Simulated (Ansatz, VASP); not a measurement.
AlN: VASP beside Ansatz

```
CELL_PARAMETERS angstrom
0.00000 2.02086 2.02086
2.02086 0.00000 2.02086
2.02086 2.02086 0.00000
ATOMIC_POSITIONS crystal
Al 0.50000 0.50000 0.50000
N 0.00000 0.00000 0.00000
```

Change from the starting cell: volume scaled by 0.98.

Alike in both runs: task single point; functional PBEsol; k mesh 11 × 11 × 11; occupations fermi-dirac, width 0.05 eV; no spin polarisation.

|  | VASP | Ansatz |
| --- | --- | --- |
| version | VASP 6.6.1 | Ansatz 0.2.0 |
| potentials or method | VASP PAW PBE potentials, release 64 (Al, N), cutoff 520 eV | all-electron LAPW, scalar-relativistic |

Ansatz gave:

* gap on the k mesh at the Fermi level (eV): 4.69
* least direct gap on the mesh (eV): 5.68
* pressure (GPa): 0.7

Task: Estimate VASP's values.

Result: gap on the k mesh at the Fermi level (eV): 4.70; least direct gap on the mesh (eV): 5.69; pressure (GPa): 0.6.

VASP's potentials were made for PBE, not for PBEsol. Ansatz ran all-electron here, and VASP with PAW potentials.
